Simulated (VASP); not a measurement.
# Rh (P6_3/mmc) in VASP: further runs, part 2 of 2

VASP 6.6.1. The steps go on from the part before.

### 3 Single point, LDA

INCAR

```
  ALGO = Normal
  EDIFF = 1E-6
  ENCUT = 500
  GGA = CA
  GGA_COMPAT = F
  ISIF = 2
  ISMEAR = 0
  LASPH = T
  LCHARG = T
  LELF = T
  LREAL = F
  LVHAR = T
  LWAVE = F
  NBANDS = 22
  NELM = 120
  PREC = Accurate
  SIGMA = 0.1
```

KPOINTS

```
k-points
0
Gamma
  3 3 1
```

POSCAR

```
Rh
1.0
    2.7309790422      0.0000000000      0.0000000000
   -1.3654895211      2.3650972278      0.0000000000
    0.0000000000      0.0000000000      4.4284890000
Rh
2
Direct
    0.6666666667      0.3333333333      0.7500000000
    0.3333333333      0.6666666667      0.2500000000
```

Potentials or basis: VASP PAW LDA potentials, release 64 (Rh_pv).

Command:

```sh
$ cat potpaw_LDA.64/Rh_pv/POTCAR > POTCAR
$ mpirun -np 1 vasp_std > vasp.out
```

It took 3.9 s on 1 thread of Intel Xeon 8259CL, shared host; peak memory 0.12 GiB.

Results (log left out):

| Property | Result |
| --- | --- |
| Free energy | -16.4555 eV |
| Pressure | -9.2 GPa |
| Band gap on the k mesh | zero (band 15 reaches 11.06 eV, above the bottom of band 16 at 11.03 eV) |

Stress tensor (GPa, compression positive):
```
  8.17   0.00   0.00
  0.00   8.17   0.00
  0.00   0.00 -43.85
```

Levels at points of the mesh, in eV from the Fermi level:
| k point | band 12 | band 13 | band 14 | band 15 | band 16 | band 17 | band 18 | band 19 |
| --- | --- | --- | --- | --- | --- | --- | --- | --- |
| (0.00, 0.00, 0.00) | -2.11 | -2.11 | -1.85 | -1.85 | 0.09 | 0.09 | 0.65 | 8.23 |

Caveat: the k points lie up to 1.42 Å⁻¹ apart.

### 4 Single point, PBE

INCAR

```
PREC     = Accurate       # precision mode
ENCUT    = 500            # plane-wave cutoff, eV
EDIFF    = 1E-6           # SCF threshold, eV
ISMEAR   = 0              # smearing method
SIGMA    = 0.1            # smearing width, eV
LREAL    = False          # projectors in reciprocal space
LASPH    = True           # aspherical terms in the spheres
NELM     = 120            # most SCF steps
ALGO     = Normal         # electronic algorithm
ISIF     = 2              # what is computed and relaxed
LWAVE    = False          # write WAVECAR
LCHARG   = False          # write CHGCAR
GGA      = PE             # functional
NBANDS   = 22             # bands
GGA_COMPAT= False
```

KPOINTS

```
Automatic mesh
0
Gamma
  3 3 1
```

POSCAR is that of step 3.

Potentials or basis: VASP PAW PBE potentials, release 64 (Rh_pv).

Command:

```sh
$ cat potpaw_PBE.64/Rh_pv/POTCAR > POTCAR
$ mpirun -np 1 vasp_std > vasp.out
```

OUTCAR:

```text
PREC = Accurate
   ENCUT = 500
   EDIFF = 1E-6
   ISMEAR = 0
   LREAL = False
   LASPH = True
   NELM = 120
   ISIF = 2
   GGA = PE

 ion  position               nearest neighbor table
   1  0.667  0.333  0.750-   2 2.72   2 2.72   2 2.72   2 2.72   2 2.72   2 2.72
   2  0.333  0.667  0.250-   1 2.72   1 2.72   1 2.72   1 2.72   1 2.72   1 2.72

  LATTYP: Found a hexagonal cell.
 ALAT       =     2.7309790422
 C/A-ratio  =     1.6215756077

  Lattice vectors:

 A1 = (   2.7309790422,   0.0000000000,   0.0000000000)
 A2 = (  -1.3654895211,   2.3650972278,   0.0000000000)
 A3 = (   0.0000000000,   0.0000000000,   4.4284890000)

Analysis of symmetry for initial positions (statically):
=====================================================================
 Subroutine PRICEL returns:
 Original cell was already a primitive cell.

 Routine SETGRP: Setting up the symmetry group for a
 hexagonal supercell.

 Subroutine GETGRP returns: Found 24 space group operations
 (whereof 12 operations were pure point group operations)
[... 139 lines left out ...]
  ext. energy  EPLUGINS =         0.00000000
  ---------------------------------------------------
  free energy    TOTEN  =       -13.75258434 eV

  energy without entropy =      -13.66962266  energy(sigma->0) =      -13.71110350

 E-fermi :  11.2199     XC(G=0): -13.7725

 val. band max:       11.1270871971   @ k =   0.3333   0.0000   0.0000
 cond. band min:      11.2261074961   @ k =   0.3333   0.0000   0.0000
 fundamental gap:      0.0990202990
 Fermi energy:        11.2198687586

 k-point     1 :       0.0000    0.0000    0.0000
  band No.  band energies     occupation
      1     -35.9489      2.00000
      2     -35.2995      2.00000
      3     -35.0008      2.00000
      4     -35.0008      2.00000
      5     -34.9063      2.00000
      6     -34.9063      2.00000
[... 64 lines left out ...]
     21      25.2209      0.00000
     22      25.2209      0.00000

------------------------ aborting loop because EDIFF is reached ----------------------------------------

  FORCE on cell =-STRESS in cart. coord.  units (eV):
  Direction    XX          YY          ZZ          XY          YZ          ZX
  --------------------------------------------------------------------------------------
  -------------------------------------------------------------------------------------
  Total        4.1403865      4.1403865     -5.0668885     -0.0000000      0.0000000      0.0000000
  in kB      231.9148369    231.9148369   -283.8108511     -0.0000000      0.0000000      0.0000000
  external PRESSURE =      60.0062742 kB  Pullay stress =       0.0000000 kB

 VOLUME and BASIS-vectors are now :
 -----------------------------------------------------------------------------
  energy-cutoff  :      500.00
  volume of cell :       28.60
      direct lattice vectors                 reciprocal lattice vectors
     2.730979042  0.000000000  0.000000000     0.366169049  0.211407799  0.000000000
    -1.365489521  2.365097228  0.000000000     0.000000000  0.422815599  0.000000000
     0.000000000  0.000000000  4.428489000     0.000000000  0.000000000  0.225810655

 POSITION                                       TOTAL-FORCE (eV/Angst)
 -----------------------------------------------------------------------------------
      1.36549      0.78837      3.32137         0.000000     -0.000000      0.000000
     -0.00000      1.57673      1.10712        -0.000000      0.000000      0.000000
 -----------------------------------------------------------------------------------
    total drift:                               -0.000000      0.000000     -0.000000

  FREE ENERGIE OF THE ION-ELECTRON SYSTEM (eV)
  ---------------------------------------------------
  free  energy   TOTEN  =       -13.7525843383 eV

  energy  without entropy=      -13.6696226611  energy(sigma->0) =      -13.71110350
```

OSZICAR:

```text
N       E                     dE             d eps       ncg     rms          rms(c)
DAV:   1     0.334527610938E+03    0.33453E+03   -0.18057E+04   132   0.149E+03
DAV:   2    -0.759356215501E+01   -0.34212E+03   -0.33065E+03   132   0.473E+02
DAV:   3    -0.147236650459E+02   -0.71301E+01   -0.70997E+01   156   0.769E+01
DAV:   4    -0.147687537499E+02   -0.45089E-01   -0.45086E-01   144   0.633E+00
DAV:   5    -0.147695088707E+02   -0.75512E-03   -0.75511E-03   150   0.851E-01    0.139E+01
DAV:   6    -0.138088524995E+02    0.96066E+00   -0.23541E+00   150   0.161E+01    0.574E+00
DAV:   7    -0.137615015145E+02    0.47351E-01   -0.62022E-02   146   0.188E+00    0.294E+00
DAV:   8    -0.137533483854E+02    0.81531E-02   -0.29487E-03   156   0.559E-01    0.104E+00
DAV:   9    -0.137525891187E+02    0.75927E-03   -0.66714E-04   146   0.282E-01    0.404E-02
DAV:  10    -0.137525873331E+02    0.17856E-05   -0.29778E-05   138   0.521E-02    0.122E-02
DAV:  11    -0.137525847387E+02    0.25944E-05   -0.30018E-06   156   0.183E-02    0.365E-03
DAV:  12    -0.137525843383E+02    0.40040E-06   -0.18152E-07    66   0.403E-03
   1 F= -.13752584E+02 E0= -.13711103E+02  d E =-.829617E-01
```

stdout:

```text
POSCAR found type information on POSCAR Rh
 POSCAR found :  1 types and       2 ions
 scaLAPACK will be used
 LDA part: xc-table for (Slater+PW92), standard interpolation
 POSCAR, INCAR and KPOINTS ok, starting setup
 FFT: planning ... GRIDC
 FFT: planning ... GRID_SOFT
 FFT: planning ... GRID
 WAVECAR not read
 entering main loop
```

Wall time 5.9 s (1 thread of Intel Xeon 8259CL, shared host); peak memory 0.13 GiB.

Results:

```yaml
Free_energy: -13.7526 eV
Pressure: 6.0 GPa
Band_gap_on_the_k_mesh: zero (band 15 reaches 11.24 eV, above the bottom of band 16 at 11.23 eV)
```

Stress tensor (GPa, compression positive):
```
 23.19   0.00   0.00
  0.00  23.19   0.00
  0.00   0.00 -28.38
```

Levels at points of the mesh, in eV from the Fermi level:
```
           k point  band 12  band 13  band 14  band 15  band 16  band 17  band 18  band 19
(0.00, 0.00, 0.00)    -2.09    -2.09    -1.81    -1.81     0.11     0.11     0.70     8.29
```

Caveat: the k points lie up to 1.42 Å⁻¹ apart.

### 5 Single point, PBE

INCAR

```
PREC = Accurate
ENCUT = 500
EDIFF = 1E-6
ISMEAR = 0
SIGMA = 0.1
LREAL = False
LASPH = True
NELM = 120
ALGO = Normal
ISIF = 2
LWAVE = False
LCHARG = False
GGA = PE
NBANDS = 22
GGA_COMPAT = False
```

KPOINTS

```
regular mesh
0
Gamma
  3 3 1
```

POSCAR

```
Rh
1.0
    2.7309790422      0.0000000000      0.0000000000
   -1.3654895211      2.3650972278      0.0000000000
    0.0000000000      0.0000000000      4.4284890000
Rh
2
Direct
    1.1966666667      1.2463333333      1.4930000000
    0.8633333333      1.5796666667      0.9930000000
```

Command:

```sh
$ cat potpaw_PBE.64/Rh_pv/POTCAR > POTCAR
$ mpirun -np 1 vasp_std > vasp.out
```

Wall time 4.9 s (1 thread of Intel Xeon 8259CL, shared host); peak memory 0.13 GiB.

Results (log left out):

| Property | Result |
| --- | --- |
| Free energy | -13.7526 eV |
| Pressure | 6.0 GPa |
| Band gap on the k mesh | zero (band 15 reaches 11.24 eV, above the bottom of band 16 at 11.23 eV) |

Stress tensor (GPa, compression positive):
```
 23.19   0.00   0.00
  0.00  23.19   0.00
  0.00   0.00 -28.38
```

Levels at points of the mesh, in eV from the Fermi level:
```csv
k point,band 13,band 14,band 15,band 16,band 17,band 18
"(0.00, 0.00, 0.00)",-2.09,-1.81,-1.81,0.11,0.11,0.70
```

Caveat: the k points lie up to 1.42 Å⁻¹ apart.

### 6 The runs side by side

```tsv
level	potentials or basis	spin	k mesh	cutoff (eV)	smearing	gap on the mesh (eV)	pressure (GPa)
PBEsol	VASP PAW PBE potentials, release 64 (Rh_pv)	non-collinear, zero start, SOC	3 × 3 × 2	520	gaussian 0.17 eV	-	-3.5
LDA	VASP PAW LDA potentials, release 64 (Rh_pv)	off	3 × 3 × 1	500	gaussian 0.1 eV	none	-9.2
PBE	VASP PAW PBE potentials, release 64 (Rh_pv)	off	3 × 3 × 1	500	gaussian 0.1 eV	none	6.0
```

Alike in all rows: task single point; cell as given.

Caveats: all runs use coarse meshes; the PAW data sets were made with another functional, which shifts forces and pressure a little (some runs).

Absolute energies hang on the potentials; compare differences alone.
